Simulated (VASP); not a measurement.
# Sc (I4/mcm) in VASP: notebook

The runs below take Sc through single point, with PBEsol+D3(BJ).

All numbers are computed with VASP 6.6.1; they aren't measurements. Logs are shortened: lines on timing, memory, paths and dates and some standing lists are left out, and cuts for length are marked.

## (1) The cell of the first run

The structure is tetragonal, space group I4/mcm (No. 140). The conventional cell has a = 6.007 Å, b = 6.007 Å, c = 5.264 Å, α = 90.00°, β = 90.00°, γ = 90.00°. Sc (site symmetry m2m) has 11 Sc at 2.78 to 3.29 Å within 3.7 Å.

## (2) Single point, PBEsol+D3(BJ)

INCAR reads:

```
  PREC = Accurate
  ENCUT = 520
  EDIFF = 1E-7
  ISMEAR = -1
  SIGMA = 0.1
  LREAL = False
  LASPH = True
  NELM = 100
  ALGO = Normal
  ISIF = 2
  LWAVE = False
  LCHARG = True
  GGA = PS
  IVDW = 12
  LELF = True
  LVHAR = True
  NBANDS = 30
```

KPOINTS reads:

```
Automatic mesh
0
Gamma
  6 6 6
```

POSCAR reads:

```
Sc
1.0
   -3.0033662777      3.0033662777      2.6320621599
    3.0033662777     -3.0033662777      2.6320621599
    3.0033662777      3.0033662777     -2.6320621599
Sc
4
Direct
    0.1637304900      0.3362695100      0.5000000000
    0.6637304900      0.1637304900      0.8274609700
    0.3362695100      0.8362695100      0.1725390300
    0.8362695100      0.6637304900      0.5000000000
```

Potentials or basis: VASP PAW PBE potentials, release 64 (Sc_sv).

Command:

```sh
cat potpaw_PBE.64/Sc_sv/POTCAR > POTCAR
mpirun -np 1 vasp_std > vasp.out
```

OUTCAR:

```text
PREC = Accurate
   ENCUT = 520
   EDIFF = 1E-7
   ISMEAR = -1
   LREAL = False
   LASPH = True
   NELM = 100
   ISIF = 2
   GGA = PS
   IVDW = 12
 IVDW          = 12

 ion  position               nearest neighbor table
   1  0.164  0.336  0.500-   4 2.78   4 3.01   4 3.01   3 3.18   2 3.18   3 3.18   2 3.18   2 3.29
                             3 3.29   2 3.29   3 3.29
   2  0.664  0.164  0.827-   3 2.78   3 3.01   3 3.01   4 3.18   1 3.18   1 3.18   4 3.18   4 3.29
                             1 3.29   1 3.29   4 3.29
   3  0.336  0.836  0.173-   2 2.78   2 3.01   2 3.01   4 3.18   1 3.18   4 3.18   1 3.18   1 3.29
                             4 3.29   4 3.29   1 3.29
   4  0.836  0.664  0.500-   1 2.78   1 3.01   1 3.01   2 3.18   3 3.18   3 3.18   2 3.18   2 3.29
                             3 3.29   2 3.29   3 3.29

  LATTYP: Found a body centered tetragonal cell.
 ALAT       =     6.0067325554
 C/A-ratio  =     0.8763706843

  Lattice vectors:

 A1 = (  -3.0033662777,   3.0033662777,   2.6320621599)
 A2 = (   3.0033662777,  -3.0033662777,   2.6320621599)
 A3 = (   3.0033662777,   3.0033662777,  -2.6320621599)

Analysis of symmetry for initial positions (statically):
=====================================================================
 Subroutine PRICEL returns:
 Original cell was already a primitive cell.

 Routine SETGRP: Setting up the symmetry group for a
 body centered tetragonal supercell.

 Subroutine GETGRP returns: Found 16 space group operations
 (whereof  8 operations were pure point group operations)
 out of a pool of 16 trial point group operations.

The static configuration has the point symmetry C_4h.
 The point group associated with its full space group is D_4h.

Analysis of symmetry for dynamics (positions and initial velocities):
=====================================================================
 Subroutine PRICEL returns:
 Original cell was already a primitive cell.

 Routine SETGRP: Setting up the symmetry group for a
 body centered tetragonal supercell.

 Subroutine GETGRP returns: Found 16 space group operations
 (whereof  8 operations were pure point group operations)
 out of a pool of 16 trial point group operations.

The dynamic configuration has the point symmetry C_4h.
 The point group associated with its full space group is D_4h.

 Subroutine INISYM returns: Found 16 space group operations
 (whereof  8 operations are pure point group operations),
 and found     1 'primitive' translations

[... 97 lines left out ...]
   NELM   =    100;   NELMIN=  2; NELMDL= -5     # of ELM steps
   EDIFF  = 0.1E-06   stopping-criterion for ELM
   LREAL  =      F    real-space projection
   EDIFFG = 0.1E-05   stopping-criterion for IOM
   NSW    =      0    number of steps for IOM
   IBRION =     -1    ionic relax: 0-MD 1-quasi-New 2-CG
   NFREE  =      0    steps in history (QN), initial steepest desc. (CG)
   ISIF   =      2    stress and relaxation
   ISYM   =      2    0-nonsym 1-usesym 2-fastsym
   POTIM  = 0.5000    time-step for ionic-motion
   TEBEG  =    0.0;   TEEND  =   0.0 temperature during run
   PSTRESS=    0.0 pullay stress
   NELECT =      44.0000    total number of electrons
   NUPDOWN=      -1.0000    fix difference up-down
   EMIN   =  10.00;   EMAX   =-10.00  energy-range for DOS
   EFERMI =   0.00;   METHOD = LEGACY
   ISMEAR =    -1;   SIGMA  =   0.10  broadening in eV -4-tet -1-fermi 0-gaus
   EFERMI_NEDOS =   21; number of points for ismear=-14 and -15
   IALGO  =     38    algorithm
   IMIX   =      4    mixing-type and parameters
     AMIX     =   0.40;   BMIX     =  1.00
     AMIX_MAG =   1.60;   BMIX_MAG =  1.00
  volume/ion in A,a.u.               =      23.74       160.22
  Fermi-wavevector in a.u.,A,eV,Ry     =   1.266781  2.393869 21.833727  1.604734
  Thomas-Fermi vector in A             =   2.399963
   LORBIT       =      0    0 simple, 1 ext, 2 COOP (PROOUT), +10 PAW based schemes
   GGA     = PS    functional components
   LHFCALC =     F    Hartree Fock is set to
   AEXX    =    0.0000 exact exchange contribution
   IVDW    =    12    specifies the selected vdW correction
   LEPSILON=     F    determine dielectric tensor
   LRPA    =     F    only Hartree local field effects (RPA)
 non-spin polarized calculation
  energy-cutoff  :      520.00
  volume of cell :       94.97
 maximum number of plane-waves:      2572
 NGX is ok and might be reduce to    40
   NGX = 19   NGY = 19   NGZ = 19

 number of electron      44.0000000 magnetization

 Free energy of the ion-electron system (eV)
  ---------------------------------------------------
  ext. energy  EPLUGINS =         0.00000000
  ---------------------------------------------------
  free energy    TOTEN  =       -25.63376929 eV

  energy without entropy =      -25.46049059  energy(sigma->0) =      -25.54712994

 E-fermi :   3.7180     XC(G=0): -10.0729

 val. band max:        3.7096992997   @ k =  -0.3333   0.3333   0.3333
 cond. band min:       3.7255618397   @ k =   0.3333   0.3333   0.1667
 fundamental gap:      0.0158625399
 Fermi energy:         3.7179790282

 k-point     1 :       0.0000    0.0000    0.0000
  band No.  band energies     occupation
      1     -45.2753      2.00000
      2     -45.1793      2.00000
      3     -45.1118      2.00000
      4     -45.1118      2.00000
      5     -24.2132      2.00000
      6     -24.0951      2.00000
[... 781 lines left out ...]
     29       5.5505      0.00000
     30       5.7248      0.00000

 [... further k-points ...]

------------------------ aborting loop because EDIFF is reached ----------------------------------------

 Edisp (eV)   -1.65994

 E8    (eV) :    -1.1804

  FORCE on cell =-STRESS in cart. coord.  units (eV):
  Direction    XX          YY          ZZ          XY          YZ          ZX
  --------------------------------------------------------------------------------------
  -------------------------------------------------------------------------------------
  Total      -0.29434    -0.29434    -0.24250     0.00000     0.00000     0.00000
  in kB      -4.96583    -4.96583    -4.09122     0.00000     0.00000     0.00000
  external pressure =       -4.67 kB  Pullay stress =        0.00 kB

 VOLUME and BASIS-vectors are now :
 -----------------------------------------------------------------------------
  energy-cutoff  :      520.00
  volume of cell :       94.97
      direct lattice vectors                 reciprocal lattice vectors
    -3.003366278  3.003366278  2.632062160     0.000000000  0.166479861  0.189965118
     3.003366278 -3.003366278  2.632062160     0.166479861  0.000000000  0.189965118
     3.003366278  3.003366278 -2.632062160     0.166479861  0.166479861  0.000000000

 POSITION                                       TOTAL-FORCE (eV/Angst)
 -----------------------------------------------------------------------------------
      2.01988      0.98349      0.00000        -0.088677      0.088677      0.000000
      0.98349      3.98685      0.00000         0.088677      0.088677     -0.000000
      2.01988     -0.98349      2.63206        -0.088677     -0.088677      0.000000
      0.98349      2.01988      2.63206         0.088677     -0.088677      0.000000
 -----------------------------------------------------------------------------------
    total drift:                                0.000011     -0.000003     -0.000029

  FREE ENERGIE OF THE ION-ELECTRON SYSTEM (eV)
  ---------------------------------------------------
  free  energy   TOTEN  =       -27.2937135459 eV

  energy  without entropy=      -27.1204348450  energy(sigma->0) =      -27.20707420
```

stdout:

```text
POSCAR found type information on POSCAR Sc
 POSCAR found :  1 types and       4 ions
 scaLAPACK will be used
 -----------------------------------------------------------------------------
|                                                                             |
|                                                                             |
|     You enforced a specific xc type in the INCAR file but a different       |
|     I HOPE YOU KNOW WHAT YOU ARE DOING!                                     |
|                                                                             |
 -----------------------------------------------------------------------------

 LDA part: xc-table for (Slater+PW92), standard interpolation
 POSCAR, INCAR and KPOINTS ok, starting setup
 FFT: planning ... GRIDC
 FFT: planning ... GRID_SOFT
 FFT: planning ... GRID
 WAVECAR not read
 entering main loop
```

Run time: 1.7 min. Hardware: 1 thread of Intel Xeon Platinum 8488C (Sapphire Rapids), shared host; peak memory 0.28 GiB.

Results:

```
Free energy                : -27.2937 eV
Pressure                   : -0.5 GPa
Largest force              : 0.125 eV/Å
Band gap on the k mesh     : zero (bands 22 and 23 overlap by 0.68 eV)
Dispersion energy per atom : -0.415 eV
```

Forces in eV/Å, atoms in the order of the input:
```
Sc  -0.089  0.089  0.000
Sc   0.089  0.089  0.000
Sc  -0.089 -0.089  0.000
Sc   0.089 -0.089  0.000
```

Levels at points of the mesh, in eV from the Fermi level:
```
           k point  band 19  band 20  band 21  band 22  band 23  band 24  band 25  band 26
(0.00, 0.00, 0.00)    -0.83    -0.49    -0.37    -0.37     0.33     1.06     1.06     1.48
(0.50, 0.00, 0.00)    -1.24    -1.24    -0.14    -0.14     0.77     0.77     0.88     0.88
(0.50, 0.50, 0.00)    -0.61    -0.60    -0.52    -0.51    -0.39     1.03     1.14     1.26
(0.50, 0.50, 0.50)    -1.68    -0.90    -0.87     0.28     0.59     0.65     0.65     1.01
```

Caveat: three body term missing; the PAW data sets were made with another functional, which shifts forces and pressure a little.

## (3) Single point, PBEsol+D3(BJ)

This run uses another cell than the first one, of 24.43 Å³/atom.

INCAR reads:

```
SYSTEM = Sc
  PREC = Accurate
  ENCUT = 520
  EDIFF = 1E-7
  ISMEAR = -1
  SIGMA = 0.1
  LREAL = .FALSE.
  LASPH = .TRUE.
  NELM = 60
  ALGO = Normal
  ISIF = 2
  LWAVE = .FALSE.
  LCHARG = .FALSE.
  GGA = PS
  IVDW = 12
  NBANDS = 30
```

KPOINTS reads:

```
regular mesh
0
G
  6 6 6
  0 0 0
```

POSCAR reads:

```
Sc
1.0
   -3.0321083712      3.0321083712      2.6572508881
    3.0321083712     -3.0321083712      2.6572508881
    3.0321083712      3.0321083712     -2.6572508881
Sc
4
Direct
    0.1637304900      0.3362695100      0.5000000000
    0.6637304900      0.1637304900      0.8274609700
    0.3362695100      0.8362695100      0.1725390300
    0.8362695100      0.6637304900      0.5000000000
```

Potentials or basis: VASP PAW PBE potentials, release 64 (Sc_sv).

Command:

```sh
cat potpaw_PBE.64/Sc_sv/POTCAR > POTCAR
mpirun -np 1 vasp_std > vasp.out
```

Wall time 1.7 min (1 thread of Intel Xeon Platinum 8488C (Sapphire Rapids), shared host); peak memory 0.27 GiB.

It converged, with:

```
Free energy                : -27.2749 eV
Pressure                   : -1.8 GPa
Largest force              : 0.089 eV/Å
Band gap on the k mesh     : zero (bands 22 and 23 overlap by 0.66 eV)
Dispersion energy per atom : -0.403 eV
```

Forces in eV/Å, atoms in the order of the input:
```
Sc  -0.063  0.063  0.000
Sc   0.063  0.063  0.000
Sc  -0.063 -0.063  0.000
Sc   0.063 -0.063  0.000
```

Levels at points of the mesh, in eV from the Fermi level:
```tsv
k point	band 20	band 21	band 22	band 23	band 24	band 25
(0.00, 0.00, 0.00)	-0.47	-0.36	-0.36	0.30	1.01	1.01
(0.50, 0.00, 0.00)	-1.20	-0.12	-0.12	0.73	0.73	0.86
(0.50, 0.50, 0.00)	-0.57	-0.50	-0.50	-0.38	1.02	1.10
(0.50, 0.50, 0.50)	-0.95	-0.86	0.27	0.55	0.65	0.65
```

Caveat: three body term missing; the PAW data sets were made with another functional, which shifts forces and pressure a little.

## (4) Single point, PBEsol+D3(BJ)

This run uses another cell than the first one, of 25.12 Å³/atom.

INCAR reads:

```
ALGO = Normal
EDIFF = 1E-6
ENCUT = 520
GGA = PS
ISIF = 2
ISMEAR = -1
IVDW = 12
LASPH = T
LCHARG = F
LREAL = F
LWAVE = F
NBANDS = 30
NELM = 100
PREC = Accurate
SIGMA = 0.1
```

KPOINTS reads:

```
k-points
0
Gamma
  6 6 6
```

POSCAR reads:

```
Sc
1.0
   -3.0603156503      3.0603156503      2.6819709206
    3.0603156503     -3.0603156503      2.6819709206
    3.0603156503      3.0603156503     -2.6819709206
Sc
4
Direct
    0.1637304900      0.3362695100      0.5000000000
    0.6637304900      0.1637304900      0.8274609700
    0.3362695100      0.8362695100      0.1725390300
    0.8362695100      0.6637304900      0.5000000000
```

Command:

```sh
cat potpaw_PBE.64/Sc_sv/POTCAR > POTCAR
mpirun -np 1 vasp_std > vasp.out
```

Run time: 78 s. Hardware: 1 thread of Intel Xeon Platinum 8488C (Sapphire Rapids), shared host; peak memory 0.27 GiB.

The run converged. Its results:

| Quantity | Value |
| --- | --- |
| Free energy | -27.2338 eV |
| Pressure | -3.1 GPa |
| Largest force | 0.054 eV/Å |
| Band gap on the k mesh | zero (bands 22 and 23 overlap by 0.63 eV) |
| Dispersion energy per atom | -0.392 eV |

Forces in eV/Å, atoms in the order of the input:
```
Sc  -0.038  0.038  0.000
Sc   0.038  0.038  0.000
Sc  -0.038 -0.038  0.000
Sc   0.038 -0.038  0.000
```

Stress tensor (GPa, compression positive):
```
-3.04  0.00  0.00
 0.00 -3.04  0.00
 0.00  0.00 -3.17
```

Levels at points of the mesh, in eV from the Fermi level:
| k point | band 18 | band 19 | band 20 | band 21 | band 22 | band 23 | band 24 | band 25 | band 26 | band 27 |
| --- | --- | --- | --- | --- | --- | --- | --- | --- | --- | --- |
| (0.00, 0.00, 0.00) | -0.89 | -0.72 | -0.44 | -0.35 | -0.35 | 0.27 | 0.98 | 0.98 | 1.39 | 1.39 |
| (0.50, 0.00, 0.00) | -2.58 | -1.17 | -1.17 | -0.11 | -0.11 | 0.69 | 0.69 | 0.84 | 0.84 | 1.37 |
| (0.50, 0.50, 0.00) | -2.58 | -0.59 | -0.53 | -0.48 | -0.48 | -0.38 | 1.01 | 1.07 | 1.19 | 1.44 |
| (0.50, 0.50, 0.50) | -1.77 | -1.64 | -1.00 | -0.85 | 0.25 | 0.52 | 0.65 | 0.65 | 0.97 | 1.11 |

Caveat: three body term missing; the cell stands under tension; the PAW data sets were made with another functional, which shifts forces and pressure a little.

## (5) Summary

| cell | gap on the mesh (eV) | pressure (GPa) | largest force (eV/Å) |
| --- | --- | --- | --- |
| a = 4.997 Å, angles 106.1, 106.1, 116.4°, 4 atoms | none | -0.5 | 0.13 |
| a = 5.045 Å, angles 106.1, 106.1, 116.4°, 4 atoms | none | -1.8 | 0.09 |
| a = 5.092 Å, angles 106.1, 106.1, 116.4°, 4 atoms | none | -3.1 | 0.05 |

Alike in all rows: task single point; level PBEsol+D3(BJ); potentials or basis VASP PAW PBE potentials, release 64 (Sc_sv); no spin polarisation; k mesh 6 × 6 × 6; cutoff (eV) 520; smearing fermi-dirac 0.1 eV.

Caveats: three body term missing; the PAW data sets were made with another functional, which shifts forces and pressure a little; the cell stands under tension (at least some runs).

Total energies depend on the potentials used, so only differences within one code and one set of settings carry meaning.

The gap in the log of VASP goes by the Fermi energy; the results here count the filled bands.